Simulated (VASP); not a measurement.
MgO, 4 atoms in the cell. It takes space group P6_3/mmc (No. 194, hexagonal). Conventional cell: a = 3.486 Å, b = 3.486 Å, c = 4.726 Å, α = 90.00°, β = 90.00°, γ = 120.00°. Within 2.7 Å of Mg (site symmetry -6m2) lie 5 O at 2.01 to 2.36 Å. Within 2.7 Å of O (site symmetry -6m2) lie 5 Mg at 2.01 to 2.36 Å.  This cell differs from its parent crystal: strain +0.1312 x Voigt [0, 0, 1, 0, 0, 0].

```yaml
Program: VASP 6.6.1
Task: single point
Functional: PBEsol
Potentials_or_basis: VASP PAW PBE potentials, release 64 (Mg, O)
Cutoff: 520 eV
k_mesh: 9 × 9 × 6
Occupations: gaussian, width 0.05 eV
Spin: no spin polarisation
Dipole_correction: no
Further_INCAR_settings: ALGO = Normal; EDIFF = 1e-06; NBANDS = 16
```

Potentials or basis: VASP PAW PBE potentials, release 64 (Mg, O).

Run with:

```console
$ cat potpaw_PBE.64/Mg/POTCAR potpaw_PBE.64/O/POTCAR > POTCAR
$ mpirun -np 1 vasp_std > vasp.out
```

Hardware: 1 thread of Intel Xeon 8259CL, on a shared host.

Question: How long does it take, and how much memory?

Answer: It took 53 s on 1 thread of Intel Xeon 8259CL, on a shared host, peak memory 0.19 GiB. Counts: scf iterations 13, k points 48.
